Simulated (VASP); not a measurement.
# Ag (I4/mmm) in VASP: further runs, part 2 of 2

VASP 6.6.1.

**6. Single point, PBE**

This run uses another cell than the first one, of the same volume but with other edges.

Contents of INCAR:

```
SYSTEM = Ag
ALGO     = Fast           ! electronic algorithm
EDIFF    = 1E-6           ! SCF threshold, eV
ENCUT    = 520            ! plane-wave cutoff, eV
GGA      = PE             ! functional
ISIF     = 2              ! what is computed and relaxed
ISMEAR   = 0              ! smearing method
LASPH    = .True.         ! aspherical terms in the spheres
LCHARG   = .False.        ! write CHGCAR
LREAL    = .False.        ! projectors in reciprocal space
LWAVE    = .False.        ! write WAVECAR
NBANDS   = 12             ! bands
NELM     = 60             ! most SCF steps
PREC     = Accurate       ! precision mode
SIGMA    = 0.15           ! smearing width, eV
```

Contents of KPOINTS:

```
k-points
0
Gamma
  22 22 22
  0 0 0
```

Contents of POSCAR:

```
Ag
1.0
    0.0000000000      1.8720114742      2.4336149165
    1.8720114742      0.0000000000      2.4336149165
    1.8720114742      1.8720114742      0.0000000000
Ag
1
Direct
    0.0000000000      0.0000000000      0.0000000000
```

Potentials or basis: VASP PAW PBE potentials, release 64 (Ag).

Started as:

```bash
> cat potpaw_PBE.64/Ag/POTCAR > POTCAR
> mpirun -np 1 vasp_std > vasp.out
```

OUTCAR:

```text
SYSTEM = Ag
   EDIFF = 1E-6
   ENCUT = 520
   GGA = PE
   ISIF = 2
   ISMEAR = 0
   LASPH = .True.
   LREAL = .False.
   NELM = 60
   PREC = Accurate

 ion  position               nearest neighbor table
   1  0.000  0.000  0.000-

  LATTYP: Found a body centered tetragonal cell.
 ALAT       =     2.6474240157
 C/A-ratio  =     1.8384776311

  Lattice vectors:

 A1 = (  -1.8720114742,   0.0000000000,   2.4336149165)
 A2 = (   1.8720114742,   0.0000000000,   2.4336149165)
 A3 = (   0.0000000000,   1.8720114742,  -2.4336149165)

Analysis of symmetry for initial positions (statically):
=====================================================================
 Subroutine PRICEL returns:
 Original cell was already a primitive cell.

 Routine SETGRP: Setting up the symmetry group for a
 body centered tetragonal supercell.

 Subroutine GETGRP returns: Found 16 space group operations
 (whereof 16 operations were pure point group operations)
 out of a pool of 16 trial point group operations.

The static configuration has the point symmetry D_4h.

[... 159 lines left out ...]
 E-fermi :   8.4463     XC(G=0): -12.1889

 val. band max:        8.4423340854   @ k =  -0.0455   0.3636   0.3182
 cond. band min:       8.4502417115   @ k =  -0.1818   0.2727   0.1818
 fundamental gap:      0.0079076260
 Fermi energy:         8.4462830745

 k-point     1 :       0.0000    0.0000    0.0000
  band No.  band energies     occupation
      1       0.6757      2.00000
      2       2.4410      2.00000
      3       3.5519      2.00000
      4       4.3573      2.00000
      5       4.3573      2.00000
      6       5.4277      2.00000
      7      24.9355      0.00000
      8      25.4250      0.00000
      9      29.2460      0.00000
     10      29.2460      0.00000
     11      31.2836      0.00000
     12      31.4510      0.00000
[... 331 lines left out ...]
 k-point    24 :      -0.4545    0.0455    0.0000
  band No.  band energies     occupation
      1       2.0913      2.00000
      2       2.8488      2.00000
      3       4.2620      2.00000
      4       5.2456      2.00000
      5       5.4502      2.00000
      6       8.3007      1.83003
      7      12.5198      0.00000
      8      20.2772      0.00000
      9      27.1072      0.00000
     10      28.0817      0.00000
     11      29.9116      0.00000
     12      34.4220      0.00000

 [... further k-points ...]
[... 5 lines left out ...]
  --------------------------------------------------------------------------------------
  -------------------------------------------------------------------------------------
  Total        1.7025835      1.7025835     -0.4644371      0.0000000      0.0000000      0.0000000
  in kB      159.9263897    159.9263897    -43.6253165      0.0000000      0.0000000      0.0000000
  external PRESSURE =      92.0758210 kB  Pullay stress =       0.0000000 kB

 VOLUME and BASIS-vectors are now :
 -----------------------------------------------------------------------------
  energy-cutoff  :      520.00
  volume of cell :       17.06
      direct lattice vectors                 reciprocal lattice vectors
     0.000000000  1.872011474  2.433614916    -0.267092380  0.267092380  0.205455677
     1.872011474  0.000000000  2.433614916     0.267092380 -0.267092380  0.205455677
     1.872011474  1.872011474  0.000000000     0.267092380  0.267092380 -0.205455677

 POSITION                                       TOTAL-FORCE (eV/Angst)
 -----------------------------------------------------------------------------------
      0.00000      0.00000      0.00000        -0.000000      0.000000      0.000000
 -----------------------------------------------------------------------------------
    total drift:                               -0.000000     -0.000000     -0.000000

  FREE ENERGIE OF THE ION-ELECTRON SYSTEM (eV)
  ---------------------------------------------------
  free  energy   TOTEN  =        -2.5531511193 eV

  energy  without entropy=       -2.5500928243  energy(sigma->0) =       -2.55162197
```

Wall time 2 min (1 thread of AMD EPYC 7R13 (Zen 3), shared host); peak memory 0.24 GiB.

What came out:

- Free energy: -2.5532 eV
- Pressure: 9.2 GPa

Levels at points of the mesh, in eV from the Fermi level:
```csv
k point,band 3,band 4,band 5,band 6,band 7,band 8,band 9,band 10
"(0.00, 0.00, 0.00)",-4.89,-4.09,-4.09,-3.02,16.49,16.98,20.80,20.80
"(0.50, 0.00, 0.00)",-4.19,-3.19,-2.86,-0.23,3.95,12.12,18.93,19.02
"(0.50, 0.50, 0.00)",-2.92,-2.92,-2.82,-0.75,2.87,14.06,14.06,20.27
"(0.50, 0.00, 0.50)",-3.63,-3.23,-2.01,3.32,9.05,9.70,9.74,16.09
```

**7. The runs side by side**

```tsv
cell	further INCAR settings	gap on the mesh (eV)	pressure (GPa)
a = 3.153, b = 3.153, c = 2.574 Å, angles 65.9, 65.9, 48.2°, 1 atom	ALGO = Fast; EDIFF = 1e-06; NBANDS = 12	none	14.1
a = 2.831, b = 2.831, c = 3.050 Å, angles 57.4, 57.4, 65.2°, 1 atom	ALGO = Fast; EDIFF = 1e-06; NBANDS = 12	none	5.0
a = 3.003, b = 3.003, c = 2.719 Å, angles 63.1, 63.1, 53.8°, 1 atom	ALGO = Fast; EDIFF = 1e-07; NBANDS = 12	none	6.4
a = 2.815, b = 2.815, c = 3.139 Å, angles 56.1, 56.1, 67.8°, 1 atom	ALGO = Fast; EDIFF = 1e-06; NBANDS = 12	none	5.3
a = 3.070, b = 3.070, c = 2.647 Å, angles 64.5, 64.5, 51.1°, 1 atom	ALGO = Fast; EDIFF = 1e-06; NBANDS = 12	none	9.2
```

Alike in all rows: task single point; level PBE; potentials or basis VASP PAW PBE potentials, release 64 (Ag); no spin polarisation; k mesh 22 × 22 × 22; cutoff (eV) 520; smearing gaussian 0.15 eV.

Absolute energies hang on the potentials; compare differences alone.
